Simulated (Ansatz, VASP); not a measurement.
## P: VASP beside Ansatz

File POSCAR:

```
P
1.0
   -1.5561892397      2.3139518343      1.8589441358
    1.5561892397     -2.3139518343      1.8589441358
    1.5561892397      2.3139518343     -1.8589441358
P
2
Direct
    0.8033091100      0.0533091100      0.7500000000
    0.1966908900      0.9466908900      0.2500000000
```

The input INCAR.step1:

```
SYSTEM = P
  PREC = Accurate
  ENCUT = 520
  ISMEAR = 0
  SIGMA = 0.15
  LREAL = .FALSE.
  LASPH = .TRUE.
  NELM = 80
  NBANDS = 12
  GGA = PE
  ALGO = Normal
  EDIFF = 1E-4
  LWAVE = .TRUE.
  LCHARG = .FALSE.
```

File INCAR.step2:

```
SYSTEM = P
  PREC = Accurate
  ENCUT = 520
  EDIFF = 1E-7
  ISMEAR = 0
  SIGMA = 0.15
  LREAL = .FALSE.
  LASPH = .TRUE.
  NELM = 80
  ALGO = Normal
  ISIF = 2
  LWAVE = .FALSE.
  LCHARG = .FALSE.
  METAGGA = R2SCAN
  LMIXTAU = .TRUE.
  NBANDS = 12
  ISTART = 1
```

Contents of KPOINTS:

```
Automatic mesh
0
G
  18 18 18
  0 0 0
```

Input for Ansatz:

```yaml
crystal:
  lattice:
    - [-1.5561892397, 2.3139518343, 1.8589441358]
    - [1.5561892397, -2.3139518343, 1.8589441358]
    - [1.5561892397, 2.3139518343, -1.8589441358]
  atoms:
    - { symbol: P, position: [0.80330911, 0.05330911, 0.75] }
    - { symbol: P, position: [0.19669089, 0.94669089, 0.25] }
basis:
  ecutwfc: 500
kpoints:
  mp_grid: { grid: [18, 18, 18] }
hamiltonian:
  xc: r2scan
scf:
  occupations: { method: gaussian, width: 0.15 }
output:
  forces: true
  stress: true
  eigenvalues: true
```

Change from the starting cell: strain -0.080 along x and y, +0.000 along z, atoms carried along.

Alike in both runs: task single point; functional r2SCAN; k mesh 18 × 18 × 18; occupations gaussian, width 0.15 eV; no spin polarisation.

|  | VASP | Ansatz |
| --- | --- | --- |
| version | VASP 6.6.1 | Ansatz 0.2.0 |
| potentials or method | VASP PAW PBE potentials, release 64 (P), cutoff 520 eV | scalar-relativistic, plane waves, PAW |
| valence electrons in the cell | 10 | 10 |

Ansatz gave:

- gap on the k mesh at the Fermi level (eV): none
- pressure (GPa): 26.6
- traceless stress, the component that is largest in VASP (GPa): -10.37
- rms of the force components (eV/Å): 0.795

**Question.** What did VASP give for the same quantities?

**Answer.** gap on the k mesh at the Fermi level (eV): none; pressure (GPa): 25.7; traceless stress, the component that is largest in VASP (GPa): -10.56; rms of the force components (eV/Å): 0.718.

VASP's potentials were made for PBE, not for r2SCAN. Atom by atom the forces differ by 0.077 eV/Å (rms over components). A gap of «none» marks a metal or a gap that the smearing closes.
